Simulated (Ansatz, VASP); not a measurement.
One calculation of SnPb5S6, two programs

Contents of INCAR:

```
ALGO = Normal
EDIFF = 1E-7
ENCUT = 520
GGA = PE
ISIF = 2
ISMEAR = 0
LASPH = T
LCHARG = F
LREAL = F
LWAVE = F
NBANDS = 72
NELM = 80
PREC = Accurate
SIGMA = 0.1
```

File KPOINTS:

```
k-points
0
Gamma
  6 6 1
```

The input POSCAR:

```
SnPb5S6
1.0
    4.2306369000      0.0000000000      0.0000000000
   -2.1153185000      3.6638390000      0.0000000000
    0.0000000000      0.0000000000     20.7312934000
Sn Pb S
1 5 6
Direct
    0.0000000000      0.0000000000      0.0000000000
    0.3333333000      0.6666667000      0.8361450000
    0.6666667000      0.3333333000      0.6680590000
    0.0000000000      0.0000000000      0.5000000000
    0.3333333000      0.6666667000      0.3319410000
    0.6666667000      0.3333333000      0.1638550000
    0.6666667000      0.3333333000      0.9207630000
    0.0000000000      0.0000000000      0.7521740000
    0.3333333000      0.6666667000      0.5840410000
    0.6666667000      0.3333333000      0.4159590000
    0.0000000000      0.0000000000      0.2478260000
    0.3333333000      0.6666667000      0.0792370000
```

Input for Ansatz:

```yaml
crystal:
  lattice:
    - [4.2306369, 0.0, 0.0]
    - [-2.1153185, 3.663839, 0.0]
    - [0.0, 0.0, 20.7312934]
  atoms:
    - { symbol: Sn, position: [0.0, 0.0, 0.0] }
    - { symbol: Pb, position: [0.3333333, 0.6666667, 0.836145] }
    - { symbol: Pb, position: [0.6666667, 0.3333333, 0.668059] }
    - { symbol: Pb, position: [0.0, 0.0, 0.5] }
    - { symbol: Pb, position: [0.3333333, 0.6666667, 0.331941] }
    - { symbol: Pb, position: [0.6666667, 0.3333333, 0.163855] }
    - { symbol: S, position: [0.6666667, 0.3333333, 0.920763] }
    - { symbol: S, position: [0.0, 0.0, 0.752174] }
    - { symbol: S, position: [0.3333333, 0.6666667, 0.584041] }
    - { symbol: S, position: [0.6666667, 0.3333333, 0.415959] }
    - { symbol: S, position: [0.0, 0.0, 0.247826] }
    - { symbol: S, position: [0.3333333, 0.6666667, 0.079237] }
basis:
  ecutwfc: 420
kpoints:
  mp_grid: { grid: [6, 6, 1] }
hamiltonian:
  xc: pbe
scf:
  occupations: { method: gaussian, width: 0.1 }
  lower_state_search: "off"
output:
  forces: true
  stress: true
  eigenvalues: true
```

Alike in both runs: task single point; functional PBE; k mesh 6 × 6 × 1; occupations gaussian, width 0.1 eV; no spin polarisation.

|  | VASP | Ansatz |
| --- | --- | --- |
| version | VASP 6.6.1 | Ansatz 0.2.0 |
| potentials or method | VASP PAW PBE potentials, release 64 (Sn_d, Pb_d, S), cutoff 520 eV | scalar-relativistic, plane waves, PAW |
| valence electrons in the cell | 120 | 120 |

VASP gave:

* gap on the k mesh at the Fermi level (eV): 0.30
* least direct gap on the mesh (eV): 0.31
* pressure (GPa): 0.0

**Question.** Estimate Ansatz's values.

**Answer.** gap on the k mesh at the Fermi level (eV): 0.30; least direct gap on the mesh (eV): 0.30; pressure (GPa): 0.0.

Neither program's run includes spin-orbit coupling.
